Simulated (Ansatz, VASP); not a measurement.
**Two plane-wave programs on Ti**

```
Ti
1.0
     4.44057    0.00000    0.00000
    -2.22028    3.84564    0.00000
     0.00000    0.00000    2.74778
Ti
3
Direct
  0.00000 0.00000 0.00000
  0.33333 0.66667 0.50000
  0.66667 0.33333 0.50000
```

Alike in both runs: task single point; functional PBEsol; k mesh 6 × 6 × 6; occupations gaussian, width 0.1 eV; no spin polarisation.

|  | VASP | Ansatz |
| --- | --- | --- |
| version | VASP 6.6.1 | Ansatz 0.2.0 |
| potentials or method | VASP PAW PBE potentials, release 64 (Ti_sv), cutoff 500 eV | scalar-relativistic, plane waves, PAW |
| valence electrons in the cell | 36 | 36 |

Ansatz gave:

* gap on the k mesh at the Fermi level (eV): none
* pressure (GPa): 6.9
* traceless stress, the component that is largest in VASP (GPa): 0.68

Problem. What did VASP give for the same quantities?

Solution. gap on the k mesh at the Fermi level (eV): none; pressure (GPa): 6.6; traceless stress, the component that is largest in VASP (GPa): 0.70.

VASP's potentials were made for PBE, not for PBEsol. A gap of «none» marks a metal or a gap that the smearing closes.

The k mesh is coarse, so the values compare programs but aren't converged.
